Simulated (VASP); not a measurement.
# Sb in VASP: further runs, part 2 of 2

VASP 6.6.1.

## (4) Single point, r2SCAN (strain -0.050 along x and y, +0.000 along z)

Input file POSCAR:

```
Sb
1.0
    3.0020000000      0.0000000000      0.0000000000
    0.0000000000      3.0020000000      0.0000000000
    0.0000000000      0.0000000000      3.1600000000
Sb
1
Direct
    0.0000000000      0.0000000000      0.0000000000
```

Input file INCAR.step1:

```
SYSTEM = Sb
PREC     = Accurate       ! precision mode
ENCUT    = 520            ! plane-wave cutoff, eV
ISMEAR   = 0              ! smearing method
SIGMA    = 0.15           ! smearing width, eV
LREAL    = .False.        ! projectors in reciprocal space
LASPH    = .True.         ! aspherical terms in the spheres
NELM     = 60             ! most SCF steps
NBANDS   = 8              ! bands
GGA      = PE             ! functional
ALGO     = Normal         ! electronic algorithm
EDIFF    = 1E-4           ! SCF threshold, eV
LWAVE    = .True.         ! write WAVECAR
LCHARG   = .False.        ! write CHGCAR
```

Input file INCAR.step2:

```
SYSTEM = Sb
PREC     = Accurate       ! precision mode
ENCUT    = 520            ! plane-wave cutoff, eV
EDIFF    = 1E-6           ! SCF threshold, eV
ISMEAR   = 0              ! smearing method
SIGMA    = 0.15           ! smearing width, eV
LREAL    = .False.        ! projectors in reciprocal space
LASPH    = .True.         ! aspherical terms in the spheres
NELM     = 60             ! most SCF steps
ALGO     = Normal         ! electronic algorithm
ISIF     = 2              ! what is computed and relaxed
LWAVE    = .False.        ! write WAVECAR
LCHARG   = .False.        ! write CHGCAR
METAGGA  = R2SCAN         ! meta-GGA
LMIXTAU  = .True.       
NBANDS   = 8              ! bands
ISTART   = 1
```

Input file KPOINTS:

```
regular mesh
0
Gamma
  16 16 16
  0 0 0
```

Potentials or basis: VASP PAW PBE potentials, release 64 (Sb).

Launch:

```sh
cat potpaw_PBE.64/Sb/POTCAR > POTCAR
cp INCAR.step1 INCAR
mpirun -np 1 vasp_std > vasp.out
cp INCAR.step2 INCAR
mpirun -np 1 vasp_std > vasp.out
```

OUTCAR:

```text
SYSTEM = Sb
   PREC = Accurate
   ENCUT = 520
   EDIFF = 1E-6
   ISMEAR = 0
   LREAL = .False.
   LASPH = .True.
   NELM = 60
   ISIF = 2
   METAGGA = R2SCAN
   ISTART = 1

 ion  position               nearest neighbor table
   1  0.000  0.000  0.000-

  LATTYP: Found a simple tetragonal cell.
 ALAT       =     3.0020000000
 C/A-ratio  =     1.0526315789

  Lattice vectors:

 A1 = (   3.0020000000,   0.0000000000,   0.0000000000)
 A2 = (   0.0000000000,   3.0020000000,   0.0000000000)
 A3 = (   0.0000000000,   0.0000000000,   3.1600000000)

Analysis of symmetry for initial positions (statically):
=====================================================================
 Subroutine PRICEL returns:
 Original cell was already a primitive cell.

 Routine SETGRP: Setting up the symmetry group for a
 simple tetragonal supercell.

 Subroutine GETGRP returns: Found 16 space group operations
 (whereof 16 operations were pure point group operations)
 out of a pool of 16 trial point group operations.

The static configuration has the point symmetry D_4h.

Analysis of symmetry for dynamics (positions and initial velocities):
=====================================================================
 Subroutine PRICEL returns:
 Original cell was already a primitive cell.

 Routine SETGRP: Setting up the symmetry group for a
 simple tetragonal supercell.

 Subroutine GETGRP returns: Found 16 space group operations
 (whereof 16 operations were pure point group operations)
 out of a pool of 16 trial point group operations.

The dynamic configuration has the point symmetry D_4h.

 Subroutine INISYM returns: Found 16 space group operations
 (whereof 16 operations are pure point group operations),
 and found     1 'primitive' translations

----------------------------------------------------------------------------------------

                                     Primitive cell

  volume of cell :      28.4779

  direct lattice vectors                    reciprocal lattice vectors
[... 103 lines left out ...]
   IMIX   =      4    mixing-type and parameters
     AMIX     =   0.40;   BMIX     =  1.00
     AMIX_MAG =   1.60;   BMIX_MAG =  1.00
  volume/ion in A,a.u.               =      28.48       192.18
  Fermi-wavevector in a.u.,A,eV,Ry     =   0.916703  1.732318 11.433581  0.840344
  Thomas-Fermi vector in A             =   2.041589
   LORBIT       =      0    0 simple, 1 ext, 2 COOP (PROOUT), +10 PAW based schemes
   METAGGA = R2SCAN    functional components
   LHFCALC =     F    Hartree Fock is set to
   AEXX    =    0.0000 exact exchange contribution
   IVDW    =     0    specifies the selected vdW correction
   LEPSILON=     F    determine dielectric tensor
   LRPA    =     F    only Hartree local field effects (RPA)
 non-spin polarized calculation
 Gauss-broadening in eV      SIGMA  =   0.15
  energy-cutoff  :      520.00
  volume of cell :       28.48
 maximum number of plane-waves:       785
 NGX is ok and might be reduce to    24
   NGX = 11   NGY = 11   NGZ = 11

 number of electron       5.0000001 magnetization

 Free energy of the ion-electron system (eV)
  ---------------------------------------------------
  ext. energy  EPLUGINS =         0.00000000
  ---------------------------------------------------
  free energy    TOTEN  =       -25.61356214 eV

  energy without entropy =      -25.60791747  energy(sigma->0) =      -25.61073980

 E-fermi :   7.6686     XC(G=0): -10.3154

 val. band max:        7.6620519387   @ k =   0.5000   0.0000   0.2500
 cond. band min:       7.6813195096   @ k =   0.1875   0.1250   0.0625
 fundamental gap:      0.0192675709
 Fermi energy:         7.6686326154

 k-point     1 :       0.0000    0.0000    0.0000
  band No.  band energies     occupation
      1      -5.7164      2.00000
      2      10.1958      0.00000
      3      11.7564      0.00000
      4      11.7564      0.00000
      5      14.4019      0.00000
      6      15.3047      0.00000
      7      17.3538      0.00000
      8      26.1577      0.00000
[... 243 lines left out ...]
 k-point    24 :       0.5000    0.1250    0.0000
  band No.  band energies     occupation
      1      -2.4448      2.00000
      2       1.6404      2.00000
      3      11.8405      0.00000
      4      12.9479      0.00000
      5      16.4725      0.00000
      6      17.9089      0.00000
      7      19.0863      0.00000
      8      19.1029      0.00000

 [... further k-points ...]
[... 5 lines left out ...]
  --------------------------------------------------------------------------------------
  -------------------------------------------------------------------------------------
  Total        0.8871647      0.8871647     -0.4087204      0.0000000      0.0000000     -0.0000000
  in kB       49.9121596     49.9121596    -22.9947341      0.0000000      0.0000000     -0.0000000
  external PRESSURE =      25.6098617 kB  Pullay stress =       0.0000000 kB

 VOLUME and BASIS-vectors are now :
 -----------------------------------------------------------------------------
  energy-cutoff  :      520.00
  volume of cell :       28.48
      direct lattice vectors                 reciprocal lattice vectors
     3.002000000  0.000000000  0.000000000     0.333111259  0.000000000  0.000000000
     0.000000000  3.002000000  0.000000000     0.000000000  0.333111259  0.000000000
     0.000000000  0.000000000  3.160000000     0.000000000  0.000000000  0.316455696

 POSITION                                       TOTAL-FORCE (eV/Angst)
 -----------------------------------------------------------------------------------
      0.00000      0.00000      0.00000         0.000000      0.000000      0.000000
 -----------------------------------------------------------------------------------
    total drift:                               -0.000000      0.000000     -0.000000

  FREE ENERGIE OF THE ION-ELECTRON SYSTEM (eV)
  ---------------------------------------------------
  free  energy   TOTEN  =       -25.6135621364 eV

  energy  without entropy=      -25.6079174670  energy(sigma->0) =      -25.61073980
```

OUTCAR.step1:

```text
SYSTEM = Sb
   PREC = Accurate
   ENCUT = 520
   ISMEAR = 0
   LREAL = .False.
   LASPH = .True.
   NELM = 60
[... 482 lines left out ...]
 -----------------------------------------------------------------------------------
      0.00000      0.00000      0.00000         0.000000      0.000000      0.000000
 -----------------------------------------------------------------------------------
    total drift:                               -0.000000      0.000000      0.000000

  FREE ENERGIE OF THE ION-ELECTRON SYSTEM (eV)
  ---------------------------------------------------
  free  energy   TOTEN  =        -4.0563564417 eV

  energy  without entropy=       -4.0505972444  energy(sigma->0) =       -4.05347684
```

OSZICAR.step1:

```text
N       E                     dE             d eps       ncg     rms          rms(c)
DAV:   1     0.538203519792E+01    0.53820E+01   -0.16836E+03  6520   0.409E+02
DAV:   2    -0.394704587385E+01   -0.93291E+01   -0.89341E+01  9416   0.528E+01
DAV:   3    -0.405225366630E+01   -0.10521E+00   -0.10505E+00  7616   0.641E+00
DAV:   4    -0.405270897603E+01   -0.45531E-03   -0.45531E-03  9768   0.507E-01
DAV:   5    -0.405271083352E+01   -0.18575E-05   -0.18567E-05  8152   0.208E-02    0.212E+00
DAV:   6    -0.405479003321E+01   -0.20792E-02   -0.59621E-04  9112   0.183E-01    0.127E+00
DAV:   7    -0.405630381913E+01   -0.15138E-02   -0.15170E-03  7272   0.285E-01    0.708E-02
DAV:   8    -0.405635644174E+01   -0.52623E-04   -0.63629E-05  8232   0.539E-02
   1 F= -.40563564E+01 E0= -.40534768E+01  d E =-.575920E-02
```

Run time: 89 s. Hardware: 1 thread of Intel Xeon Platinum 8488C (Sapphire Rapids), shared host; peak memory 0.21 GiB.

What came out:

```
Free energy : -25.6136 eV
Pressure    : 2.6 GPa
```

Caveat: the cell differs from its parent crystal (strain -0.050 along x and y, +0.000 along z); the PAW data sets were made with another functional, which shifts forces and pressure a little; spin-orbit coupling is left out, which moves the levels of the heavy elements.

## (5) Single point, r2SCAN (strain -0.025 along x and y, -0.050 along z)

Input file POSCAR:

```
Sb
1.0
    3.0810000000      0.0000000000      0.0000000000
    0.0000000000      3.0810000000      0.0000000000
    0.0000000000      0.0000000000      3.0020000000
Sb
1
Direct
    0.0000000000      0.0000000000      0.0000000000
```

Input file INCAR.step1:

```
ALGO     = Normal         # electronic algorithm
EDIFF    = 1E-4           # SCF threshold, eV
ENCUT    = 520            # plane-wave cutoff, eV
GGA      = PE             # functional
ISMEAR   = 0              # smearing method
LASPH    = True           # aspherical terms in the spheres
LCHARG   = False          # write CHGCAR
LREAL    = False          # projectors in reciprocal space
LWAVE    = True           # write WAVECAR
NBANDS   = 8              # bands
NELM     = 80             # most SCF steps
PREC     = Accurate       # precision mode
SIGMA    = 0.15           # smearing width, eV
```

Input file INCAR.step2:

```
ALGO     = Normal         # electronic algorithm
EDIFF    = 1E-7           # SCF threshold, eV
ENCUT    = 520            # plane-wave cutoff, eV
ISIF     = 2              # what is computed and relaxed
ISMEAR   = 0              # smearing method
ISTART   = 1            
LASPH    = True           # aspherical terms in the spheres
LCHARG   = False          # write CHGCAR
LMIXTAU  = True         
LREAL    = False          # projectors in reciprocal space
LWAVE    = False          # write WAVECAR
METAGGA  = R2SCAN         # meta-GGA
NBANDS   = 8              # bands
NELM     = 80             # most SCF steps
PREC     = Accurate       # precision mode
SIGMA    = 0.15           # smearing width, eV
```

Input file KPOINTS:

```
k-points
0
Gamma
  16 16 16
```

Launch:

```sh
cat potpaw_PBE.64/Sb/POTCAR > POTCAR
cp INCAR.step1 INCAR
mpirun -np 1 vasp_std > vasp.out
cp INCAR.step2 INCAR
mpirun -np 1 vasp_std > vasp.out
```

It took 2 min on 1 thread of Intel Xeon Platinum 8488C (Sapphire Rapids), shared host; peak memory 0.21 GiB.

It converged, with:

- Free energy: -25.6317 eV
- Pressure: 2.2 GPa

Stress tensor (GPa, compression positive):
```
0.96 0.00 0.00
0.00 0.96 0.00
0.00 0.00 4.60
```

Levels at points of the mesh, in eV from the Fermi level:
```
           k point  band 1  band 2  band 3  band 4  band 5  band 6
(0.00, 0.00, 0.00)  -13.36    3.29    3.29    4.11    7.11    7.39
(0.50, 0.00, 0.00)  -10.73   -6.18    5.47    6.33    9.43   11.51
(0.50, 0.50, 0.00)   -7.89   -4.06   -4.06    2.26    8.65   14.02
(0.00, 0.00, 0.50)  -10.35   -6.25    5.79    5.79    9.47   11.20
(0.50, 0.00, 0.50)   -7.47   -4.17   -3.79    2.33    8.09   13.82
(0.50, 0.50, 0.50)   -4.15   -2.19   -1.76   -1.76    5.03    5.03
```

Caveat: the cell differs from its parent crystal (strain -0.025 along x and y, -0.050 along z); the PAW data sets were made with another functional, which shifts forces and pressure a little; spin-orbit coupling is left out, which moves the levels of the heavy elements.

## (6) The runs side by side

| cell | gap on the mesh (eV) | pressure (GPa) |
| --- | --- | --- |
| a = 3.318 Å, 1 atom | none | -8.0 |
| a = 3.002, b = 3.002, c = 3.081 Å, 1 atom | none | 4.2 |
| a = 3.002, b = 3.002, c = 3.160 Å, 1 atom | none | 2.6 |
| a = 3.081, b = 3.081, c = 3.002 Å, 1 atom | none | 2.2 |

Alike in all rows: task single point; level r2SCAN; potentials or basis VASP PAW PBE potentials, release 64 (Sb); no spin polarisation; k mesh 16 × 16 × 16; cutoff (eV) 520; smearing gaussian 0.15 eV.

Caveats: the PAW data sets were made with another functional, which shifts forces and pressure a little; spin-orbit coupling is left out, which moves the levels of the heavy elements.

Total energies depend on the potentials used, so only differences within one code and one set of settings carry meaning.
